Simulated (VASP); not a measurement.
Si2Ni:

```
CELL_PARAMETERS angstrom
0.00000 2.70300 2.70300
2.70300 0.00000 2.70300
2.70300 2.70300 0.00000
ATOMIC_POSITIONS crystal
Ni 0.00000 0.00000 0.00000
Si 0.75000 0.75000 0.75000
Si 0.25000 0.25000 0.25000
```

```yaml
Program: VASP 6.6.1
Task: relaxation of cell and atoms
Functional: PBE
Potentials_or_basis: VASP PAW PBE potentials, release 64 (Ni, Si)
Cutoff: 600 eV
k_mesh: 9 × 9 × 9
Occupations: fermi-dirac, width 0.05 eV
Spin: collinear spin, ferromagnetic start
Starting_moments: "[1.0, 0.0, 0.0] μB"
Hubbard_terms: Ni d U = 8.0 eV
```

At the start: pressure -5.0 GPa; volume 13.17 Å³/atom.

Problem. Where does the relaxation end?

Solution. Over 3 steps the energy falls by 7.3 meV/atom and the volume is 12.71 Å³/atom (-3.4 %); space group Fm-3m (No. 225, to 0.05 Å); moment 0.00 μB per cell.

The path:
```
step  energy change (eV)  largest force (eV/Å)  pressure (GPa)  volume (Å³)
   1              0.0000                0.0000           -4.96        39.50
   2             -0.0103                0.0000            4.02        37.21
   3             -0.0218                0.0000            0.01        38.14
```

Final structure:
```
Ni Si
1.0
     0.00000    2.67176    2.67176
     2.67176    0.00000    2.67176
     2.67176    2.67176    0.00000
Ni Si
1 2
Direct
  0.00000 0.00000 0.00000
  0.75000 0.75000 0.75000
  0.25000 0.25000 0.25000
```

Caveat: the U is typed as a test and isn't derived for this compound.
